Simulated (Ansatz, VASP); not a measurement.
# CaHf: VASP beside Ansatz

File INCAR:

```
SYSTEM = CaHf
PREC     = Accurate       ! precision mode
ENCUT    = 600            ! plane-wave cutoff, eV
EDIFF    = 1E-6           ! SCF threshold, eV
ISMEAR   = 0              ! smearing method
SIGMA    = 0.1            ! smearing width, eV
LREAL    = .False.        ! projectors in reciprocal space
LASPH    = .True.         ! aspherical terms in the spheres
NELM     = 60             ! most SCF steps
ALGO     = Fast           ! electronic algorithm
ISIF     = 3              ! what is computed and relaxed
LWAVE    = .False.        ! write WAVECAR
LCHARG   = .False.        ! write CHGCAR
GGA      = PE             ! functional
IBRION   = 2              ! ionic algorithm
NSW      = 100            ! ionic steps
EDIFFG   = -0.01          ! ionic threshold
```

The input KPOINTS:

```
regular mesh
0
Gamma
  16 16 16
  0 0 0
```

File POSCAR:

```
CaHf
1.0
    0.0000000000      3.1501687764      3.1501687764
    3.1501687764      0.0000000000      3.1501687764
    3.1501687764      3.1501687764      0.0000000000
Ca Hf
1 1
Direct
    0.0000000000      0.0000000000      0.0000000000
    0.5000000000      0.5000000000      0.5000000000
```

Input for Ansatz:

```yaml
crystal:
  lattice:
    - [0.0, 3.1501687764, 3.1501687764]
    - [3.1501687764, 0.0, 3.1501687764]
    - [3.1501687764, 3.1501687764, 0.0]
  atoms:
    - { symbol: Ca, position: [0.0, 0.0, 0.0] }
    - { symbol: Hf, position: [0.5, 0.5, 0.5] }
basis:
  ecutwfc: 420
kpoints:
  mp_grid: { grid: [16, 16, 16] }
hamiltonian:
  xc: pbe
scf:
  occupations: { method: gaussian, width: 0.1 }
output:
  forces: true
  stress: true
  eigenvalues: true
relax:
  adjacent_minimum: "off"
  f_tol: 0.01
  max_steps: 80
  cell: { stress_tol: 0.05 }
```

Change from the starting cell: species swapped into the TbSb type (Fm-3m, No. 225).

Alike in both runs: task relaxation of cell and atoms; functional PBE; k mesh 16 × 16 × 16; occupations gaussian, width 0.1 eV; no spin polarisation.

```csv
,VASP,Ansatz
version,VASP 6.6.1,Ansatz 0.2.0
potentials or method,"VASP PAW PBE potentials, release 64 (Ca_sv, Hf_pv), cutoff 600 eV","scalar-relativistic, plane waves, PAW"
valence electrons in the cell,20,36
```

Ansatz gave:

```
gap on the k mesh at the Fermi level, each at its own relaxed structure (eV) : none
relaxed volume (Å³/atom)                                                     : 31.78
relaxed cell length with the largest relative difference (Å)                 : 4.479
```

Which values does VASP return?

gap on the k mesh at the Fermi level, each at its own relaxed structure (eV): none; relaxed volume (Å³/atom): 31.72; relaxed cell length with the largest relative difference (Å): 4.477.

A gap of «none» marks a metal or a gap that the smearing closes. VASP's potentials hold 20 valence electrons a cell and Ansatz's 36, so a difference there can come from the potentials and not from the codes.

Neither program's run includes spin-orbit coupling.
